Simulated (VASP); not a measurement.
Hf: single point with r2SCAN

Crystal: Hf.

```xyz
3
Lattice="4.7650 0.0000 0.0000 -2.3825 4.1266 0.0000 0.0000 0.0000 2.9623" Properties=species:S:1:pos:R:3 pbc="T T T"
Hf    0.0000    0.0000    0.0000
Hf    0.0000    2.7511    1.4811
Hf    2.3825    1.3755    1.4811
```

This cell differs from its parent crystal: volume scaled by 0.88.

```json
{
  "Program": "VASP 6.6.1",
  "Task": "single point",
  "Functional": "r2SCAN",
  "Potentials or basis": "VASP PAW PBE potentials, release 64 (Hf_pv)",
  "Cutoff": "520 eV",
  "k mesh": "8 × 8 × 11",
  "Occupations": "fermi-dirac, width 0.1 eV",
  "Spin": "no spin polarisation"
}
```

* Pressure: 17.3 GPa
* Band gap on the k mesh: zero (band 15 reaches 6.10 eV, above the bottom of band 16 at 5.14 eV)

Stress tensor (GPa, compression positive):
```
16.97  0.00  0.00
 0.00 16.97  0.00
 0.00  0.00 17.92
```

Levels at points of the mesh, in eV from the Fermi level:
| k point | band 12 | band 13 | band 14 | band 15 | band 16 | band 17 | band 18 | band 19 |
| --- | --- | --- | --- | --- | --- | --- | --- | --- |
| (0.00, 0.00, 0.00) | -0.77 | -0.77 | -0.69 | -0.69 | -0.53 | 1.41 | 2.55 | 2.55 |
| (0.50, 0.00, 0.00) | -4.10 | -0.68 | -0.54 | -0.47 | 0.12 | 1.08 | 1.44 | 1.82 |

Run time: 99 s on 1 thread of Intel(R) Xeon(R) 6975P-C (Granite Rapids), with other jobs on the host, peak memory 0.21 GiB.

Caveat: the PAW data sets were made with another functional, which shifts forces and pressure a little; spin-orbit coupling is left out, which moves the levels of the heavy elements.
